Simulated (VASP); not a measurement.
# Ga2O3 (C2/m) in VASP: single point with r2SCAN

Aim: the single point of Ga2O3 with r2SCAN.

Everything below comes from runs of VASP 6.6.1. Logs are shortened: lines on timing, memory, paths and dates and some standing lists are left out, and cuts for length are marked.

### Step 1. The cell of the first run

It takes space group C2/m (No. 12, monoclinic). Conventional cell: a = 12.254 Å, b = 3.039 Å, c = 5.809 Å, α = 90.00°, β = 103.80°, γ = 90.00°. Within 2.6 Å of Ga (site symmetry m) lie 6 O at 1.94 to 2.08 Å. Ga (site symmetry m) has 4 O at 1.83 to 1.87 Å within 2.4 Å. O (site symmetry m) has 3 Ga at 1.84 to 1.94 Å within 2.4 Å. Within 2.5 Å of O (site symmetry m) lie 4 Ga at 1.87 to 2.08 Å. Within 2.4 Å of O (site symmetry m) lie 3 Ga at 1.83 to 1.94 Å.

### Step 2. Single point, r2SCAN

POSCAR

```
Ga2O3
1.0
    6.1269871062     -1.5194411324     -0.0026636258
    6.1269871062      1.5194411324     -0.0026636258
   -1.3835952771      0.0000000000      5.6416966608
Ga O
4 6
Direct
    0.3413018855      0.3413018855      0.6854394842
    0.6586981145      0.6586981145      0.3145605158
    0.9094235343      0.9094235343      0.2050902148
    0.0905764657      0.0905764657      0.7949097852
    0.5037417990      0.5037417990      0.7438394685
    0.4962582010      0.4962582010      0.2561605315
    0.8266776181      0.8266776181      0.4365156224
    0.1733223819      0.1733223819      0.5634843776
    0.1642646251      0.1642646251      0.1092086698
    0.8357353749      0.8357353749      0.8907913302
```

INCAR.step1

```
PREC = Accurate
ENCUT = 520
ISMEAR = 0
SIGMA = 0.02
LREAL = False
LASPH = True
NELM = 60
NBANDS = 55
GGA = PE
ALGO = Normal
EDIFF = 1E-4
LWAVE = True
LCHARG = False
```

INCAR.step2

```
PREC = Accurate
ENCUT = 520
EDIFF = 1E-7
ISMEAR = 0
SIGMA = 0.02
LREAL = False
LASPH = True
NELM = 60
ALGO = Normal
ISIF = 2
LWAVE = False
LCHARG = False
METAGGA = R2SCAN
LMIXTAU = True
NBANDS = 55
ISTART = 1
```

KPOINTS

```
regular mesh
0
Gamma
  8 8 4
```

Potentials or basis: VASP PAW PBE potentials, release 64 (Ga_d, O).

Run with:

```
> cat potpaw_PBE.64/Ga_d/POTCAR potpaw_PBE.64/O/POTCAR > POTCAR
> cp INCAR.step1 INCAR
> mpirun -np 1 vasp_std > vasp.out
> cp INCAR.step2 INCAR
> mpirun -np 1 vasp_std > vasp.out
```

OUTCAR:

```text
PREC = Accurate
   ENCUT = 520
   EDIFF = 1E-7
   ISMEAR = 0
   LREAL = False
   LASPH = True
   NELM = 60
   ISIF = 2
   METAGGA = R2SCAN
   ISTART = 1

 ion  position               nearest neighbor table
   1  0.341  0.341  0.685-   5 1.94  10 1.94  10 1.94   8 2.01   7 2.08   7 2.08
   2  0.659  0.659  0.315-   6 1.94   9 1.94   9 1.94   7 2.01   8 2.08   8 2.08
   3  0.909  0.909  0.205-  10 1.83   6 1.84   6 1.84   7 1.87
   4  0.091  0.091  0.795-   9 1.83   5 1.84   5 1.84   8 1.87
   5  0.504  0.504  0.744-   4 1.84   4 1.84   1 1.94
   6  0.496  0.496  0.256-   3 1.84   3 1.84   2 1.94
   7  0.827  0.827  0.437-   3 1.87   2 2.01   1 2.08   1 2.08
   8  0.173  0.173  0.563-   4 1.87   1 2.01   2 2.08   2 2.08
   9  0.164  0.164  0.109-   4 1.83   2 1.94   2 1.94
  10  0.836  0.836  0.891-   3 1.83   1 1.94   1 1.94

  LATTYP: Found a base centered monoclinic cell.
 ALAT       =    12.2539753704
 B/A-ratio  =     0.2479915434
 C/A-ratio  =     0.4740403816
 COS(beta)  =    -0.2386084751

  Lattice vectors:

 A1 = (   6.1269871062,  -1.5194411324,  -0.0026636258)
 A2 = (   6.1269871062,   1.5194411324,  -0.0026636258)
 A3 = (  -1.3835952771,   0.0000000000,   5.6416966608)

Analysis of symmetry for initial positions (statically):
=====================================================================
 Subroutine PRICEL returns:
 Original cell was already a primitive cell.

 Routine SETGRP: Setting up the symmetry group for a
 base centered monoclinic supercell.

 Subroutine GETGRP returns: Found  4 space group operations
 (whereof  4 operations were pure point group operations)
 out of a pool of  4 trial point group operations.

The static configuration has the point symmetry C_2h.

Analysis of symmetry for dynamics (positions and initial velocities):
=====================================================================
 Subroutine PRICEL returns:
 Original cell was already a primitive cell.

 Routine SETGRP: Setting up the symmetry group for a
 base centered monoclinic supercell.

 Subroutine GETGRP returns: Found  4 space group operations
 (whereof  4 operations were pure point group operations)
 out of a pool of  4 trial point group operations.

The dynamic configuration has the point symmetry C_2h.

 Subroutine INISYM returns: Found  4 space group operations
 (whereof  4 operations are pure point group operations),
 and found     1 'primitive' translations

----------------------------------------------------------------------------------------

                                     Primitive cell

  volume of cell :     105.0326

  direct lattice vectors                    reciprocal lattice vectors
     6.126987106 -1.519441132 -0.002663626     0.081614879 -0.329068359  0.020015603
     6.126987106  1.519441132 -0.002663626     0.081614879  0.329068359  0.020015603
    -1.383595277  0.000000000  5.641696661     0.000077066  0.000000000  0.177270543

  length of vectors
     6.312581045  6.312581045  5.808879161     0.339628617  0.339628617  0.177270559

  position of ions in fractional coordinates (direct lattice)
     0.341301886  0.341301886  0.685439484
     0.658698114  0.658698114  0.314560516
     0.909423534  0.909423534  0.205090215
     0.090576466  0.090576466  0.794909785
     0.503741799  0.503741799  0.743839468
     0.496258201  0.496258201  0.256160532
     0.826677618  0.826677618  0.436515622
     0.173322382  0.173322382  0.563484378
     0.164264625  0.164264625  0.109208670
     0.835735375  0.835735375  0.890791330

  ion indices of the primitive-cell ions
   primitive index   ion index
                 1           1
                 2           2
                 3           3
                 4           4
                 5           5
                 6           6
                 7           7
                 8           8
                 9           9
                10          10

----------------------------------------------------------------------------------------

 KPOINTS: regular mesh

Automatic generation of k-mesh.
 Grid dimensions read from file:
 generate k-points for:    8    8    4

 Generating k-lattice:

  Cartesian coordinates                     Fractional coordinates (reciprocal lattice)
     0.010201860 -0.041133545  0.002501950     0.125000000 -0.000000000  0.000000000
     0.010201860  0.041133545  0.002501950    -0.000000000  0.125000000  0.000000000
     0.000019267  0.000000000  0.044317636     0.000000000  0.000000000  0.250000000

  Length of vectors
     0.042453577  0.042453577  0.044317640

  Shift w.r.t. Gamma in fractional coordinates (k-lattice)
     0.000000000  0.000000000  0.000000000

 Subroutine IBZKPT returns following result:
 ===========================================

 Found     78 irreducible k-points:

 Following reciprocal coordinates:
            Coordinates               Weight
  0.000000  0.000000  0.000000      1.000000
  0.125000 -0.000000  0.000000      4.000000
  0.250000 -0.000000  0.000000      4.000000
  0.375000 -0.000000  0.000000      4.000000
  0.500000 -0.000000  0.000000      2.000000
  0.125000  0.125000  0.000000      2.000000
[... 16 lines left out ...]
  0.125000 -0.000000  0.250000      4.000000
  0.250000 -0.000000  0.250000      4.000000
 [... further k-points ...]
   k-points           NKPTS =     78   k-points in BZ     NKDIM =     78   number of bands    NBANDS=     55
   number of dos      NEDOS =    301   number of ions     NIONS =     10
   total plane-waves  NPLWV = 110592
   dimension x,y,z NGX =    48 NGY =   48 NGZ =   48
   dimension x,y,z NGXF=    96 NGYF=   96 NGZF=   96
   ions per type =               4   6
   NGX,Y,Z   is equivalent  to a cutoff of  12.64, 12.64, 13.74 a.u.
   NGXF,Y,Z  is equivalent  to a cutoff of  25.28, 25.28, 27.47 a.u.
 SYSTEM =  unknown system
   PREC   = accura    normal or accurate (medium, high low for compatibility)
   ISTART =      1    job   : 0-new  1-cont  2-samecut
   ICHARG =      0    charge: 1-file 2-atom 10-const
   ISPIN  =      1    spin polarized calculation?
   LNONCOLLINEAR =      F non collinear calculations
   LSORBIT =      F    spin-orbit coupling
   LASPH  =      T    aspherical Exc in radial PAW
   ENCUT  =  520.0 eV  38.22 Ry    6.18 a.u.  11.74 11.74 10.80*2*pi/ulx,y,z
   NELM   =     60;   NELMIN=  2; NELMDL=  0     # of ELM steps
   EDIFF  = 0.1E-06   stopping-criterion for ELM
   LREAL  =      F    real-space projection
   EDIFFG = 0.1E-05   stopping-criterion for IOM
   NSW    =      0    number of steps for IOM
   IBRION =     -1    ionic relax: 0-MD 1-quasi-New 2-CG
   NFREE  =      0    steps in history (QN), initial steepest desc. (CG)
   ISIF   =      2    stress and relaxation
   ISYM   =      2    0-nonsym 1-usesym 2-fastsym
   POTIM  = 0.5000    time-step for ionic-motion
   TEBEG  =    0.0;   TEEND  =   0.0 temperature during run
   PSTRESS=    0.0 pullay stress
   NELECT =      88.0000    total number of electrons
   NUPDOWN=      -1.0000    fix difference up-down
   EMIN   =  10.00;   EMAX   =-10.00  energy-range for DOS
   EFERMI =   0.00;   METHOD = LEGACY
   ISMEAR =     0;   SIGMA  =   0.02  broadening in eV -4-tet -1-fermi 0-gaus
   EFERMI_NEDOS =   21; number of points for ismear=-14 and -15
   IALGO  =     38    algorithm
   IMIX   =      4    mixing-type and parameters
     AMIX     =   0.40;   BMIX     =  1.00
     AMIX_MAG =   1.60;   BMIX_MAG =  1.00
  volume/ion in A,a.u.               =      10.50        70.88
  Fermi-wavevector in a.u.,A,eV,Ry     =   1.543338  2.916485 32.407598  2.381891
  Thomas-Fermi vector in A             =   2.649015
   LORBIT       =      0    0 simple, 1 ext, 2 COOP (PROOUT), +10 PAW based schemes
   METAGGA = R2SCAN    functional components
   LHFCALC =     F    Hartree Fock is set to
   AEXX    =    0.0000 exact exchange contribution
   IVDW    =     0    specifies the selected vdW correction
   LEPSILON=     F    determine dielectric tensor
   LRPA    =     F    only Hartree local field effects (RPA)
 non-spin polarized calculation
 Gauss-broadening in eV      SIGMA  =   0.02
  energy-cutoff  :      520.00
  volume of cell :      105.03
 maximum number of plane-waves:      2850
   NGX = 23   NGY = 23   NGZ = 21

 number of electron      88.0000019 magnetization

 Free energy of the ion-electron system (eV)
  ---------------------------------------------------
  ext. energy  EPLUGINS =         0.00000000
  ---------------------------------------------------
  free energy    TOTEN  =      -102.44184680 eV

  energy without entropy =     -102.44184680  energy(sigma->0) =     -102.44184680

 E-fermi :   3.5839     XC(G=0): -12.5144

 val. band max:        3.3991393662   @ k =   0.5000   0.3750   0.5000
 cond. band min:       6.4114138352   @ k =   0.0000   0.0000   0.0000
 fundamental gap:      3.0122744691
 Fermi energy:         3.5838701678

 k-point     1 :       0.0000    0.0000    0.0000
  band No.  band energies     occupation
      1     -16.4251      2.00000
      2     -15.2734      2.00000
      3     -15.2570      2.00000
      4     -15.1318      2.00000
      5     -14.6874      2.00000
      6     -14.6610      2.00000
[... 47 lines left out ...]
     54      16.7160      0.00000
     55      17.0213      0.00000

 k-point     2 :       0.1250   -0.0000    0.0000
  band No.  band energies     occupation
      1     -16.3071      2.00000
      2     -15.2612      2.00000
      3     -15.2271      2.00000
      4     -15.0560      2.00000
      5     -14.6857      2.00000
      6     -14.6585      2.00000
[... 47 lines left out ...]
     54      15.7801      0.00000
     55      15.9330      0.00000
[... 1216 lines left out ...]
     54      15.9825      0.00000
     55      16.4259      0.00000

 k-point    24 :       0.2500   -0.0000    0.2500
  band No.  band energies     occupation
      1     -15.8847      2.00000
      2     -15.3218      2.00000
      3     -15.1651      2.00000
      4     -14.9102      2.00000
      5     -14.7129      2.00000
      6     -14.6281      2.00000
[... 47 lines left out ...]
     54      15.0547      0.00000
     55      16.4174      0.00000

 [... further k-points ...]
[... 5 lines left out ...]
  --------------------------------------------------------------------------------------
  -------------------------------------------------------------------------------------
  Total        1.1227308      1.3370819      1.1465984      0.0000000      0.0000000      0.0325424
  in kB       17.1262371     20.3959687     17.4903154      0.0000000      0.0000000      0.4964052
  external PRESSURE =      18.3375071 kB  Pullay stress =       0.0000000 kB

 VOLUME and BASIS-vectors are now :
 -----------------------------------------------------------------------------
  energy-cutoff  :      520.00
  volume of cell :      105.03
      direct lattice vectors                 reciprocal lattice vectors
     6.126987106 -1.519441132 -0.002663626     0.081614879 -0.329068359  0.020015603
     6.126987106  1.519441132 -0.002663626     0.081614879  0.329068359  0.020015603
    -1.383595277  0.000000000  5.641696661     0.000077066  0.000000000  0.177270543

 POSITION                                       TOTAL-FORCE (eV/Angst)
 -----------------------------------------------------------------------------------
      3.23393      0.00000      3.86522         0.009700      0.000000     -0.045838
      7.63645      0.00000      1.77115        -0.009700      0.000000      0.045838
     10.86029      0.00000      1.15221        -0.018964      0.000000      0.005624
      0.01009      0.00000      4.48416         0.018964      0.000000     -0.005624
      5.14367      0.00000      4.19383        -0.075175      0.000000     -0.029598
      5.72671      0.00000      1.44254         0.075175      0.000000      0.029598
      9.52613      0.00000      2.45828        -0.029607      0.000000      0.051231
      1.34425      0.00000      3.17808         0.029607      0.000000     -0.051231
      1.86179      0.00000      0.61525         0.061405      0.000000      0.038414
      9.00859      0.00000      5.02112        -0.061405      0.000000     -0.038414
 -----------------------------------------------------------------------------------
    total drift:                               -0.000000     -0.000000     -0.000000

  FREE ENERGIE OF THE ION-ELECTRON SYSTEM (eV)
  ---------------------------------------------------
  free  energy   TOTEN  =      -102.4418468005 eV

  energy  without entropy=     -102.4418468005  energy(sigma->0) =     -102.44184680
```

Run time: 25 min. Hardware: 1 thread of Intel Xeon 6975P-C (Granite Rapids), shared host; peak memory 0.56 GiB.

What came out:

```yaml
Free_energy: -102.4418 eV
Pressure: 1.8 GPa
Largest_force: 0.081 eV/Å
Band_gap_on_the_k_mesh: 3.01 eV (least direct gap 3.04 eV)
```

Forces on the atoms (eV/Å):
```
Ga   0.010  0.000 -0.046
Ga  -0.010  0.000  0.046
Ga  -0.019  0.000  0.006
Ga   0.019  0.000 -0.006
O   -0.075  0.000 -0.030
O    0.075  0.000  0.030
O   -0.030  0.000  0.051
O    0.030  0.000 -0.051
O    0.061  0.000  0.038
O   -0.061  0.000 -0.038
```

Levels at points of the mesh, in eV from the valence-band top:
| k point | band 40 | band 41 | band 42 | band 43 | band 44 | band 45 | band 46 | band 47 | band 48 | band 49 |
| --- | --- | --- | --- | --- | --- | --- | --- | --- | --- | --- |
| (0.00, 0.00, 0.00) | -0.67 | -0.67 | -0.48 | -0.27 | -0.02 | 3.01 | 6.38 | 7.44 | 7.53 | 8.56 |
| (0.50, 0.00, 0.00) | -1.29 | -0.75 | -0.72 | -0.45 | -0.15 | 6.34 | 7.28 | 8.00 | 8.25 | 8.78 |
| (0.50, 0.50, 0.00) | -1.09 | -0.67 | -0.65 | -0.41 | -0.17 | 5.16 | 5.44 | 6.53 | 7.35 | 8.77 |
| (0.00, 0.00, 0.50) | -1.41 | -0.66 | -0.64 | -0.47 | -0.30 | 5.40 | 5.53 | 7.47 | 7.99 | 8.52 |
| (0.50, 0.00, 0.50) | -1.25 | -1.13 | -1.06 | -0.73 | -0.67 | 7.64 | 7.68 | 8.59 | 8.78 | 9.23 |
| (0.50, 0.50, 0.50) | -0.69 | -0.62 | -0.60 | -0.59 | -0.01 | 5.85 | 5.96 | 6.94 | 7.30 | 7.70 |

Caveat: the PAW data sets were made with another functional, which shifts forces and pressure a little.
